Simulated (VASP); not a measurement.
# Co (P6/mmm) in VASP: notebook

The runs below take Co through single point, with PBE.

Program: VASP 6.6.1. These are calculated values, not measurements. Logs are shortened: lines on timing, memory, paths and dates and some standing lists are left out, and cuts for length are marked.

## Step 1: The cell of the first run

It takes space group P6/mmm (No. 191, hexagonal). The conventional cell has a = 2.448 Å, b = 2.448 Å, c = 2.315 Å, α = 90.00°, β = 90.00°, γ = 120.00°. Co (site symmetry 6/mmm) has 8 Co at 2.32 to 2.45 Å within 3.1 Å.

## Step 2: Single point, PBE, collinear spin, ferromagnetic start

INCAR reads:

```
PREC = Accurate
ENCUT = 520
EDIFF = 1E-6
ISMEAR = -1
SIGMA = 0.1
LREAL = False
LASPH = True
NELM = 150
ALGO = Normal
ISIF = 2
LWAVE = False
LCHARG = False
ISPIN = 2
MAGMOM = 1.7
LORBIT = 11
LMAXMIX = 4
GGA = PE
NBANDS = 14
```

KPOINTS reads:

```
regular mesh
0
Gamma
  18 18 17
```

POSCAR reads:

```
Co
1.0
    2.4484686119      0.0000000000      0.0000000000
   -1.2242343060      2.1204360183      0.0000000000
    0.0000000000      0.0000000000      2.3153972186
Co
1
Direct
    0.0000000000      0.0000000000      0.0000000000
```

Potentials or basis: VASP PAW PBE potentials, release 64 (Co).

Command:

```sh
cat potpaw_PBE.64/Co/POTCAR > POTCAR
mpirun -np 1 vasp_std > vasp.out
```

OUTCAR:

```text
PREC = Accurate
   ENCUT = 520
   EDIFF = 1E-6
   ISMEAR = -1
   LREAL = False
   LASPH = True
   NELM = 150
   ISIF = 2
   ISPIN = 2
   LORBIT = 11
   GGA = PE

 ion  position               nearest neighbor table
   1  0.000  0.000  0.000-

  LATTYP: Found a hexagonal cell.
 ALAT       =     2.4484686119
 C/A-ratio  =     0.9456511745

  Lattice vectors:

 A1 = (   2.4484686119,   0.0000000000,   0.0000000000)
 A2 = (  -1.2242343060,   2.1204360183,   0.0000000000)
 A3 = (   0.0000000000,   0.0000000000,   2.3153972186)

Analysis of symmetry for initial positions (statically):
=====================================================================
 Subroutine PRICEL returns:
 Original cell was already a primitive cell.

 Routine SETGRP: Setting up the symmetry group for a
 hexagonal supercell.

 Subroutine GETGRP returns: Found 24 space group operations
 (whereof 24 operations were pure point group operations)
 out of a pool of 24 trial point group operations.

The static configuration has the point symmetry D_6h.

Analysis of symmetry for dynamics (positions and initial velocities):
=====================================================================
 Subroutine PRICEL returns:
 Original cell was already a primitive cell.

 Routine SETGRP: Setting up the symmetry group for a
 hexagonal supercell.

 Subroutine GETGRP returns: Found 24 space group operations
 (whereof 24 operations were pure point group operations)
 out of a pool of 24 trial point group operations.

The dynamic configuration has the point symmetry D_6h.

Analysis of structural, dynamic, and magnetic symmetry:
=====================================================================
 Subroutine PRICEL returns:
 Original cell was already a primitive cell.

 Routine SETGRP: Setting up the symmetry group for a
 hexagonal supercell.

 Subroutine GETGRP returns: Found 24 space group operations
 (whereof 24 operations were pure point group operations)
 out of a pool of 24 trial point group operations.

The overall configuration has the point symmetry D_6h.

 Subroutine INISYM returns: Found 24 space group operations
 (whereof 24 operations are pure point group operations),
 and found     1 'primitive' translations

----------------------------------------------------------------------------------------

                                     Primitive cell

  volume of cell :      12.0211

  direct lattice vectors                    reciprocal lattice vectors
     2.448468612  0.000000000  0.000000000     0.408418550  0.235800560  0.000000000
    -1.224234306  2.120436018  0.000000000     0.000000000  0.471601119  0.000000000
[... 117 lines left out ...]
 maximum number of plane-waves:       334
   NGX =  9   NGY =  9   NGZ =  9

 number of electron       8.9999997 magnetization       1.7620976

 Free energy of the ion-electron system (eV)
  ---------------------------------------------------
  ext. energy  EPLUGINS =         0.00000000
  ---------------------------------------------------
  free energy    TOTEN  =        -6.55505243 eV

  energy without entropy =       -6.50180732  energy(sigma->0) =       -6.52842988

 E-fermi :   9.1408     XC(G=0): -12.7555

 val. band max:        9.1374231282   @ k =   0.2778   0.1111   0.2353
 cond. band min:       9.1457888193   @ k =   0.1667   0.1111   0.2941
 fundamental gap:      0.0083656911
 Fermi energy:         9.1408213013

 spin component 1

 k-point     1 :       0.0000    0.0000    0.0000
  band No.  band energies     occupation
      1       0.5612      1.00000
      2       4.7697      1.00000
      3       6.4933      1.00000
      4       6.4933      1.00000
      5       8.0488      0.99998
      6       8.0488      0.99998
      7      28.1653      0.00000
      8      31.3111      0.00000
      9      33.1731      0.00000
     10      34.4026      0.00000
     11      34.4026      0.00000
     12      36.6961      0.00000
     13      36.6961      0.00000
     14      43.0218      0.00000
[... 379 lines left out ...]
      3       7.0439      1.00000
      4       7.1228      1.00000
      5       7.7551      1.00000
      6       9.7125      0.00328
      7      14.9956      0.00000
      8      22.5594      0.00000
      9      34.1202      0.00000
     10      34.9946      0.00000
     11      36.6423      0.00000
     12      40.5521      0.00000
     13      42.6962      0.00000
     14      45.6395      0.00000

 [... further k-points ...]

 spin component 2

 k-point     1 :       0.0000    0.0000    0.0000
  band No.  band energies     occupation
      1       0.6889      1.00000
      2       5.9868      1.00000
      3       8.1076      0.99997
      4       8.1076      0.99997
      5      10.3989      0.00000
      6      10.3989      0.00000
      7      28.5544      0.00000
      8      31.0941      0.00000
      9      33.4302      0.00000
     10      34.9921      0.00000
     11      34.9921      0.00000
     12      36.9591      0.00000
     13      36.9591      0.00000
     14      43.6734      0.00000
[... 379 lines left out ...]
      3       7.9003      1.00000
      4       9.2347      0.28113
      5      10.0631      0.00010
      6      10.9923      0.00000
      7      15.8781      0.00000
      8      22.9445      0.00000
      9      34.4722      0.00000
     10      34.8922      0.00000
     11      37.1545      0.00000
     12      40.9576      0.00000
     13      42.7938      0.00000
     14      47.1849      0.00000

 [... further k-points ...]
[... 5 lines left out ...]
  --------------------------------------------------------------------------------------
  -------------------------------------------------------------------------------------
  Total       -0.0479790     -0.0479790     -0.0711897      0.0000000     -0.0000000      0.0000000
  in kB       -6.3946445     -6.3946445     -9.4881696      0.0000000     -0.0000000      0.0000000
  external PRESSURE =      -7.4258195 kB  Pullay stress =       0.0000000 kB

 VOLUME and BASIS-vectors are now :
 -----------------------------------------------------------------------------
  energy-cutoff  :      520.00
  volume of cell :       12.02
      direct lattice vectors                 reciprocal lattice vectors
     2.448468612  0.000000000  0.000000000     0.408418550  0.235800560  0.000000000
    -1.224234306  2.120436018  0.000000000     0.000000000  0.471601119  0.000000000
     0.000000000  0.000000000  2.315397219     0.000000000  0.000000000  0.431891337

 POSITION                                       TOTAL-FORCE (eV/Angst)
 -----------------------------------------------------------------------------------
      0.00000      0.00000      0.00000        -0.000000      0.000000      0.000000
 -----------------------------------------------------------------------------------
    total drift:                               -0.000000      0.000000      0.000000

  FREE ENERGIE OF THE ION-ELECTRON SYSTEM (eV)
  ---------------------------------------------------
  free  energy   TOTEN  =        -6.5550524312 eV

  energy  without entropy=       -6.5018073210  energy(sigma->0) =       -6.52842988

 total charge

# of ion       s       p       d       tot
------------------------------------------
    1        0.486   0.444   7.263   8.193

 magnetization (x)

# of ion       s       p       d       tot
------------------------------------------
    1        0.002  -0.014   1.782   1.770
```

stdout:

```text
POSCAR found type information on POSCAR Co
 POSCAR found :  1 types and       1 ions
 scaLAPACK will be used
 LDA part: xc-table for (Slater+PW92), standard interpolation
 POSCAR, INCAR and KPOINTS ok, starting setup
 FFT: planning ... GRIDC
 FFT: planning ... GRID_SOFT
 FFT: planning ... GRID
 WAVECAR not read
 entering main loop
```

It took 60 s on 1 thread of Intel Xeon Platinum 8559C (Emerald Rapids), shared host; peak memory 0.19 GiB.

Results:

- Free energy: -6.5551 eV
- Pressure: -0.7 GPa
- Net moment: 1.76 μB per cell
- Site moments: Co +1.77 μB
- Valence electrons inside the program's atomic spheres: Co 8.19

## Step 3: Single point, PBE, collinear spin, ferromagnetic start

INCAR reads:

```
SYSTEM = Co
PREC = Accurate
ENCUT = 520
EDIFF = 1E-6
ISMEAR = -1
SIGMA = 0.1
LREAL = .False.
LASPH = .True.
NELM = 150
ALGO = Normal
ISIF = 2
LWAVE = .False.
LCHARG = .False.
ISPIN = 2
MAGMOM = 1.7
LORBIT = 11
LMAXMIX = 4
GGA = PE
NBANDS = 14
```

KPOINTS reads:

```
regular mesh
0
Gamma
  18 18 17
  0 0 0
```

POSCAR is that of step 2.

Potentials or basis: VASP PAW PBE potentials, release 64 (Co).

Command:

```sh
cat potpaw_PBE.64/Co/POTCAR > POTCAR
mpirun -np 1 vasp_std > vasp.out
```

It took 65 s on 1 thread of Intel Xeon Platinum 8559C (Emerald Rapids), shared host; peak memory 0.2 GiB.

It converged, with:

```yaml
Free_energy: -6.5551 eV
Pressure: -0.7 GPa
Net_moment: 1.76 μB per cell
Site_moments: Co +1.77 μB
Valence_electrons_inside_the_program's_atomic_spheres: Co 8.19
```

Stress tensor (GPa, compression positive):
```
-0.64  0.00  0.00
 0.00 -0.64  0.00
 0.00  0.00 -0.95
```

Levels at points of the mesh, in eV from the Fermi level:
Spin up:
| k point | band 1 | band 2 | band 3 | band 4 | band 5 | band 6 | band 7 | band 8 | band 9 | band 10 |
| --- | --- | --- | --- | --- | --- | --- | --- | --- | --- | --- |
| (0.00, 0.00, 0.00) | -8.58 | -4.37 | -2.65 | -2.65 | -1.09 | -1.09 | 19.02 | 22.17 | 24.03 | 25.26 |
| (0.50, 0.00, 0.00) | -4.96 | -3.85 | -2.17 | -1.31 | -0.61 | -0.53 | 5.04 | 16.09 | 21.77 | 25.57 |
Spin down:
| k point | band 1 | band 2 | band 3 | band 4 | band 5 | band 6 | band 7 | band 8 | band 9 |
| --- | --- | --- | --- | --- | --- | --- | --- | --- | --- |
| (0.00, 0.00, 0.00) | -8.45 | -3.15 | -1.03 | -1.03 | 1.26 | 1.26 | 19.41 | 21.95 | 24.29 |
| (0.50, 0.00, 0.00) | -3.95 | -2.60 | -0.48 | 0.02 | 1.01 | 1.23 | 6.08 | 16.39 | 22.18 |

## Step 4: Single point, PBE, collinear spin, ferromagnetic start

This run uses another cell than the first one, of 8.17 Å³/atom, 0.680 times its volume.

INCAR reads:

```
SYSTEM = Co
PREC = Accurate ; ENCUT = 520
EDIFF = 1E-6 ; ISMEAR = -1
SIGMA = 0.1 ; LREAL = .FALSE.
LASPH = .TRUE. ; NELM = 150
ALGO = Normal ; ISIF = 2
LWAVE = .FALSE. ; LCHARG = .FALSE.
ISPIN = 2 ; MAGMOM = 2
LORBIT = 11 ; LMAXMIX = 4
GGA = PE ; NBANDS = 14
```

KPOINTS reads:

```
Automatic mesh
0
G
  22 22 21
  0 0 0
```

POSCAR reads:

```
Co
1.0
    2.1537349862      0.0000000000      0.0000000000
   -1.0768674931      1.8651892111      0.0000000000
    0.0000000000      0.0000000000      2.0348808087
Co
1
Direct
    0.0000000000      0.0000000000      0.0000000000
```

Command:

```sh
cat potpaw_PBE.64/Co/POTCAR > POTCAR
mpirun -np 1 vasp_std > vasp.out
```

It took 94 s on 1 thread of Intel Xeon Platinum 8559C (Emerald Rapids), shared host; peak memory 0.21 GiB.

It converged, with:

* Free energy: -5.4177 eV
* Pressure: 134.6 GPa
* Net moment: 0.02 μB per cell

Stress tensor (GPa, compression positive):
```
135.67   0.00   0.00
  0.00 135.67   0.00
  0.00   0.00 132.53
```

Levels at points of the mesh, in eV from the Fermi level:
Spin up:
```
           k point  band 1  band 2  band 3  band 4  band 5  band 6  band 7  band 8
(0.00, 0.00, 0.00)  -10.72   -5.68   -2.67   -2.67    0.89    0.89   24.74   25.39
(0.50, 0.00, 0.00)   -6.69   -4.54   -1.23   -0.61    0.46    1.12    9.24   21.11
```
Spin down:
```csv
k point,band 2,band 3,band 4,band 5,band 6,band 7
"(0.00, 0.00, 0.00)",-5.67,-2.66,-2.66,0.91,0.91,24.74
"(0.50, 0.00, 0.00)",-4.54,-1.21,-0.61,0.49,1.13,9.25
```

Caveat: the starting moments collapsed, and a magnetic state may lie lower.
